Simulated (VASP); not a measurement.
Here is a VASP 6.6.1 calculation.

INCAR

```
SYSTEM = Ag
ALGO = Normal ; EDIFF = 1E-6
ENCUT = 520 ; GGA = PE
ISIF = 2 ; ISMEAR = 1
LASPH = .True. ; LCHARG = .False.
LREAL = .False. ; LWAVE = .False.
NBANDS = 12 ; NELM = 100
PREC = Accurate ; SIGMA = 0.05
```

Contents of KPOINTS:

```
k-points
0
Gamma
  12 12 12
  0 0 0
```

The input POSCAR:

```
Ag
1.0
    2.8956708483      0.0000000000      0.0000000000
    1.4478354241      2.5077245156      0.0000000000
    1.4478354241      0.8359081719      2.3643053471
Ag
1
Direct
    0.0000000000      0.0000000000      0.0000000000
```

Potentials or basis: VASP PAW PBE potentials, release 64 (Ag).

Launch:

```bash
$ cat potpaw_PBE.64/Ag/POTCAR > POTCAR
$ mpirun -np 1 vasp_std > vasp.out
```

Problem. Predict the band gap on the k mesh.

Solution. Zero (an odd number of electrons rules out a gap without spin polarisation).

Problem. Predict the pressure.

Solution. 3.9 GPa.

Caveat: the cell stands under pressure.
